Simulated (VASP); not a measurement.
A run of VASP 6.6.1 is set up as follows.

File INCAR:

```
  ALGO = Normal
  EDIFF = 1E-7
  ENCUT = 520
  GGA = PE
  ISIF = 2
  ISMEAR = -1
  LASPH = T
  LCHARG = F
  LREAL = F
  LWAVE = F
  NBANDS = 27
  NELM = 80
  PREC = Accurate
  SIGMA = 0.1
```

File KPOINTS:

```
k-points
0
Gamma
  6 6 4
```

POSCAR

```
AgBiTeSe
1.0
    4.1309556278      0.0000000000      0.0000000000
    0.0000000000      4.1309556278      0.0000000000
    0.0000000000      0.0000000000      6.1855810880
Ag Bi Te Se
1 1 1 1
Direct
    0.0000000000      0.0000000000      0.0000000000
    0.5000000000      0.5000000000      0.5000000000
    0.5000000000      0.5000000000      0.0000000000
    0.0000000000      0.0000000000      0.5000000000
```

Potentials or basis: VASP PAW PBE potentials, release 64 (Ag, Bi_d, Te, Se).

The run is started by

```sh
$ cat potpaw_PBE.64/Ag/POTCAR potpaw_PBE.64/Bi_d/POTCAR potpaw_PBE.64/Te/POTCAR potpaw_PBE.64/Se/POTCAR > POTCAR
$ mpirun -np 1 vasp_std > vasp.out
```

(1) What does it give for the band gap on the k mesh?

(2) Predict the pressure.

## Answers

(1) zero (bands 19 and 20 overlap by 0.66 eV).

(2) 3.1 GPa.

Caveat: the cell stands under pressure; spin-orbit coupling is left out, which moves the levels of the heavy elements.
